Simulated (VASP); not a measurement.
Input of a VASP 6.6.1 run:

INCAR

```
SYSTEM = Mo
ALGO = Normal
EDIFF = 1E-6
ENCUT = 520
GGA = PS
ISIF = 2
ISMEAR = -1
LASPH = .TRUE.
LCHARG = .FALSE.
LREAL = .FALSE.
LWAVE = .FALSE.
NBANDS = 36
NELM = 80
PREC = Accurate
SIGMA = 0.1
```

The input KPOINTS:

```
k-points
0
G
  15 15 4
  0 0 0
```

The input POSCAR:

```
Mo
1.0
    2.8547212843      0.0000000000      0.0000000000
   -1.4273606421      2.4722611529      0.0000000000
    0.0000000000      0.0000000000      9.8868008624
Mo
4
Direct
    1.0000000000      0.0000000000      0.0000000000
    1.0000000000      0.0000000000      0.5000000000
    0.3333333333      0.6666666667      0.2500000000
    0.6666666667      0.3333333333      0.7500000000
```

Potentials or basis: VASP PAW PBE potentials, release 64 (Mo_sv).

Launch:

```bash
$ cat potpaw_PBE.64/Mo_sv/POTCAR > POTCAR
$ mpirun -np 1 vasp_std > vasp.out
```

Q: Predict the pressure.

A: -22.8 GPa.

Q: What does it give for the band gap on the k mesh?

A: Zero (band 28 reaches 11.58 eV, above the bottom of band 29 at 10.04 eV).

Stress tensor (GPa, compression positive):
```
-23.80   0.00   0.00
  0.00 -23.80   0.00
  0.00   0.00 -20.68
```

Caveat: the PAW data sets were made with another functional, which shifts forces and pressure a little.
